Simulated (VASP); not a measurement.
Crystal: Si7C.

```
CELL_PARAMETERS angstrom
5.25092 0.00000 0.00000
0.00000 5.25092 0.00000
0.00000 0.00000 5.25092
ATOMIC_POSITIONS crystal
Si 0.25262 0.25262 0.25262
Si 0.00000 0.50000 0.50000
Si 0.50000 0.50000 0.00000
Si 0.50000 0.00000 0.50000
Si 0.74738 0.25262 0.74738
Si 0.74738 0.74738 0.25262
Si 0.25262 0.74738 0.74738
C 0.00000 0.00000 0.00000
```

- Program: VASP 6.6.1
- Task: relaxation of cell and atoms
- Functional: PBEsol
- Potentials or basis: VASP PAW PBE potentials, release 64 (Si, C)
- Cutoff: 600 eV
- k mesh: 4 × 4 × 4
- Occupations: gaussian, width 0.1 eV
- Spin: no spin polarisation

At the start: pressure 0.5 GPa; volume 18.10 Å³/atom.

Q: Where does the relaxation end?

A: Over 6 steps the energy falls by 239.6 meV/atom and the volume is 17.19 Å³/atom (-5.0 %); space group P-43m (No. 215, to 0.05 Å).

The path:
| step | energy change (eV) | largest force (eV/Å) | pressure (GPa) | volume (Å³) |
| --- | --- | --- | --- | --- |
| 1 | 0.0000 | 3.2136 | 0.49 | 144.78 |
| 2 | -1.4597 | 1.4437 | -4.34 | 145.95 |
| 3 | -1.7297 | 0.0770 | -6.15 | 146.67 |
| 4 | -1.7481 | 0.7476 | 5.72 | 130.90 |
| 5 | -1.9075 | 0.2821 | -0.66 | 138.20 |
| 6 | -1.9170 | 0.0363 | 0.01 | 137.54 |

Final structure:
```xyz
8
Lattice="5.1619 0.0000 0.0000 0.0000 5.1619 0.0000 0.0000 0.0000 5.1619" Properties=species:S:1:pos:R:3 pbc="T T T"
Si    1.1567    1.1567    1.1567
Si    0.0000    2.5810    2.5810
Si    2.5810    2.5810    0.0000
Si    2.5810    5.1619    2.5810
Si    4.0052    1.1567    4.0052
Si    4.0052    4.0052    1.1567
Si    1.1567    4.0052    4.0052
C     0.0000    5.1619    0.0000
```

Caveat: the PAW data sets were made with another functional, which shifts forces and pressure a little; the relaxation stopped at a loose force limit of 0.05 eV/Å, so its end isn't a converged minimum.
